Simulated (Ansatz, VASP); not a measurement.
Given: the input of a run of VASP 6.6.1 on C.

The input POSCAR:

```
C
1.0
    2.5388031358      0.0000000000      0.0000000000
   -1.2694015679      2.1986680108      0.0000000000
    0.0000000000      0.0000000000      8.2916519209
C
8
Direct
    0.6666666667      0.3333333333      0.8437500000
    0.3333333333      0.6666666667      0.3437500000
    0.6666666667      0.3333333333      0.6562500000
    0.3333333333      0.6666666667      0.1562500000
    0.0000000000      0.0000000000      0.9062500000
    0.0000000000      0.0000000000      0.4062500000
    0.0000000000      0.0000000000      0.5937500000
    0.0000000000      0.0000000000      0.0937500000
```

The input INCAR.step1:

```
SYSTEM = C
PREC = Accurate
ENCUT = 520
ISMEAR = -1
SIGMA = 0.05
LREAL = .FALSE.
LASPH = .TRUE.
NELM = 100
NBANDS = 26
GGA = PE
ALGO = Normal
EDIFF = 1E-4
LWAVE = .TRUE.
LCHARG = .FALSE.
```

INCAR.step2

```
SYSTEM = C
PREC = Accurate
ENCUT = 520
EDIFF = 1E-6
ISMEAR = -1
SIGMA = 0.05
LREAL = .FALSE.
LASPH = .TRUE.
NELM = 100
ALGO = Normal
ISIF = 2
LWAVE = .FALSE.
LCHARG = .TRUE.
METAGGA = R2SCAN
LMIXTAU = .TRUE.
IVDW = 12
VDW_S6 = 1.0
VDW_S8 = 0.78981345
VDW_A1 = 0.49484001
VDW_A2 = 5.73083694
LELF = .TRUE.
LVHAR = .TRUE.
NBANDS = 26
ISTART = 1
```

The input KPOINTS:

```
Automatic mesh
0
G
  12 12 4
  0 0 0
```

Potentials or basis: VASP PAW PBE potentials, release 64 (C).

Run with:

```sh
$ cat potpaw_PBE.64/C/POTCAR > POTCAR
$ cp INCAR.step1 INCAR
$ mpirun -np 1 vasp_std > vasp.out
$ cp INCAR.step2 INCAR
$ mpirun -np 1 vasp_std > vasp.out
```

Question: Translate it to Ansatz 0.2.0. Potentials there: Ansatz PAW.

Answer: As run (the cutoff follows the program's own potentials):

File input.yaml:

```yaml
crystal:
  lattice:
    - [2.5388031358, 0.0, 0.0]
    - [-1.2694015679, 2.1986680108, 0.0]
    - [0.0, 0.0, 8.2916519209]
  atoms:
    - { symbol: C, position: [0.6666666667, 0.3333333333, 0.84375] }
    - { symbol: C, position: [0.3333333333, 0.6666666667, 0.34375] }
    - { symbol: C, position: [0.6666666667, 0.3333333333, 0.65625] }
    - { symbol: C, position: [0.3333333333, 0.6666666667, 0.15625] }
    - { symbol: C, position: [0.0, 0.0, 0.90625] }
    - { symbol: C, position: [0.0, 0.0, 0.40625] }
    - { symbol: C, position: [0.0, 0.0, 0.59375] }
    - { symbol: C, position: [0.0, 0.0, 0.09375] }
hamiltonian:
  xc: r2scan
  pseudopotentials: { kind: paw }
  dispersion: d3bj
kpoints:
  mp_grid: { grid: [12, 12, 4] }
scf:
  occupations: { method: fermi_dirac, width: 0.05 }
output:
  forces: true
  stress: true
  eigenvalues: true
```

Potentials or basis: Ansatz PAW.

Launch:

```sh
$ ansatz run input.yaml --threads 2 --pin off --max-ram 5120MiB --backend cpu --events-out ev --progress --plain --runs-dir out
```

Both were run:

|  | VASP | Ansatz | Ansatz less VASP |
| --- | --- | --- | --- |
| gap on the k mesh at the Fermi level (eV) | 4.57 | 4.59 | +0.022 |
| least direct gap on the mesh (eV) | 5.36 | 5.41 | +0.043 |
| pressure (GPa) | -11.9 | -12.9 | -1.01 |
| traceless stress, the component that is largest in VASP (GPa) | 8.31 | 8.29 | -0.027 |
| rms of the force components (eV/Å) | 0.193 | 0.192 | -0.0008 |

VASP's potentials were made for PBE, not for r2SCAN. Atom by atom the forces differ by 0.001 eV/Å (rms over components).
